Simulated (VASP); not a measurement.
Ni: single point with RPBE

The system is Ni.

```
Ni
1.0
    -1.68549    1.38814    1.23682
     1.38814   -1.68549    1.23682
     3.17229    3.17229   -1.78142
Ni
2
Cartesian
  -1.5579 1.2606 1.2368
  0.5415 2.3335 0.3461
```

This isn't the form of Ni at room conditions, which is fcc.

- Program: VASP 6.6.1
- Task: single point
- Functional: RPBE
- Potentials or basis: VASP PAW PBE potentials, release 64 (Ni)
- Cutoff: 520 eV
- k mesh: 18 × 18 × 9
- Occupations: fermi-dirac, width 0.05 eV
- Spin: collinear spin, ferromagnetic start
- Starting moments: [0.698, 0.698] μB
- Dipole correction: no
- Further INCAR settings: ALGO = Normal; EDIFF = 1e-07; NBANDS = 21

```json
{
  "Pressure": "0.1 GPa",
  "Largest force": "0.004 eV/Å",
  "Net moment": "1.23 μB per cell",
  "Site moments": "Ni +0.63 μB",
  "Valence electrons inside the program's atomic spheres": "Ni 9.25"
}
```

Forces on the atoms (eV/Å):
```
Ni   0.003 -0.003  0.000
Ni  -0.003  0.003  0.000
```

Stress tensor (GPa, compression positive):
```
0.10 0.05 0.01
0.05 0.10 0.01
0.01 0.01 0.01
```

Levels at points of the mesh, in eV from the Fermi level:
Spin up:
```
           k point  band 8  band 9  band 10  band 11  band 12  band 13  band 14  band 15
(0.00, 0.00, 0.00)   -1.62   -1.61    -0.73    -0.73    -0.32     5.35    22.30    23.98
(0.50, 0.00, 0.00)   -0.99   -0.57    -0.57     1.44     1.44     6.54     6.55    17.86
(0.50, 0.50, 0.00)   -0.64   -0.57    -0.52     1.11     2.91     9.10     9.61    12.06
```
Spin down:
| k point | band 5 | band 6 | band 7 | band 8 | band 9 | band 10 | band 11 | band 12 | band 13 | band 14 |
| --- | --- | --- | --- | --- | --- | --- | --- | --- | --- | --- |
| (0.00, 0.00, 0.00) | -1.59 | -1.32 | -1.32 | -0.94 | -0.94 | -0.41 | -0.02 | -0.01 | 5.74 | 22.12 |
| (0.50, 0.00, 0.00) | -0.86 | -0.86 | -0.37 | -0.37 | 0.21 | 0.21 | 1.55 | 1.56 | 6.85 | 6.85 |
| (0.50, 0.50, 0.00) | -1.68 | -1.66 | -1.31 | 0.13 | 0.16 | 0.25 | 1.56 | 3.27 | 9.18 | 9.69 |

Run time: 23 min on 1 thread of Oxide Virtual Turin-like Processor, with other jobs on the host, peak memory 0.52 GiB.

Caveat: the PAW data sets were made with another functional, which shifts forces and pressure a little.
